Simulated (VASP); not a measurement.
Set up this calculation in VASP 6.6.1, as the native input.

```yaml
Task: single point
Functional: PBE
Potentials_or_basis: VASP PAW PBE potentials, release 64 (Sc_sv, Ga_d, N)
Cutoff: 520 eV
k_mesh: 6 × 6 × 4
Occupations: gaussian, width 0.1 eV
Spin: no spin polarisation
Dipole_correction: no
Further_INCAR_settings: ALGO = Normal; EDIFF = 1e-06; NBANDS = 34
```

The structure of Sc2GaN3 lies in POSCAR:

```
Sc2GaN3
1.0
    4.2594722800      0.0000000000      0.0000000000
   -2.1297361400      3.6888112000      0.0000000000
    0.0000000000      0.0000000000      5.5596601300
Sc Ga N
2 1 3
Direct
    0.3333333300      0.6666666700      0.5849890600
    0.6666666700      0.3333333300      0.5849890600
    0.0000000000      0.0000000000      0.6065222000
    0.5000000000      0.0000000000      0.8838476900
    0.0000000000      0.5000000000      0.8838476900
    0.5000000000      0.5000000000      0.8838476900
```

These files were run (other wordings do the same):

INCAR

```
SYSTEM = Sc2GaN3
  ALGO = Normal
  EDIFF = 1E-6
  ENCUT = 520
  GGA = PE
  ISIF = 2
  ISMEAR = 0
  LASPH = .TRUE.
  LCHARG = .FALSE.
  LREAL = .FALSE.
  LWAVE = .FALSE.
  NBANDS = 34
  NELM = 80
  PREC = Accurate
  SIGMA = 0.1
```

KPOINTS

```
k-points
0
G
  6 6 4
  0 0 0
```

Potentials or basis: VASP PAW PBE potentials, release 64 (Sc_sv, Ga_d, N).

Run with:

```sh
$ cat potpaw_PBE.64/Sc_sv/POTCAR potpaw_PBE.64/Ga_d/POTCAR potpaw_PBE.64/N/POTCAR > POTCAR
$ mpirun -np 1 vasp_std > vasp.out
```

Results of the run:

- Pressure: 31.2 GPa
- Largest force: 2.773 eV/Å
- Band gap on the k mesh: zero (band 25 reaches 3.72 eV, above the bottom of band 26 at 3.08 eV)

Caveat: forces of over 1 eV/Å act on the atoms, so gaps and moduli don't describe the material at rest.

Run time: 61 s on 1 thread of Oxide Virtual Turin-like Processor, with other jobs on the host, peak memory 0.19 GiB.
